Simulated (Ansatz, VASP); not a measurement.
Ca in VASP and in Ansatz

```
Ca
1.0
     3.85643    0.00000    0.00000
     0.00000    3.85758    0.00000
     0.00000    0.00000    5.69348
Ca
2
Direct
  0.00000 0.00000 0.50000
  0.50000 0.50000 0.00000
```

Change from the starting cell: strain along c alone, the other axes held, atoms relaxed: +4.5 %.

Alike in both runs: task single point; functional PBEsol; k mesh 12 × 12 × 8; occupations gaussian, width 0.1 eV; no spin polarisation.

|  | VASP | Ansatz |
| --- | --- | --- |
| version | VASP 6.6.1 | Ansatz 0.2.0 |
| potentials or method | VASP PAW PBE potentials, release 64 (Ca_sv), cutoff 520 eV | scalar-relativistic, plane waves, PAW |
| valence electrons in the cell | 20 | 20 |

```tsv
	VASP	Ansatz	Ansatz less VASP
gap on the k mesh at the Fermi level (eV)	none	none	-
pressure (GPa)	-0.7	-0.7	0.00
traceless stress, the component that is largest in VASP (GPa)	-0.26	-0.26	0.000
```

VASP's potentials were made for PBE, not for PBEsol. A gap of «none» marks a metal or a gap that the smearing closes. The functional is the same, so the differences come from potentials, cutoffs and numerics.
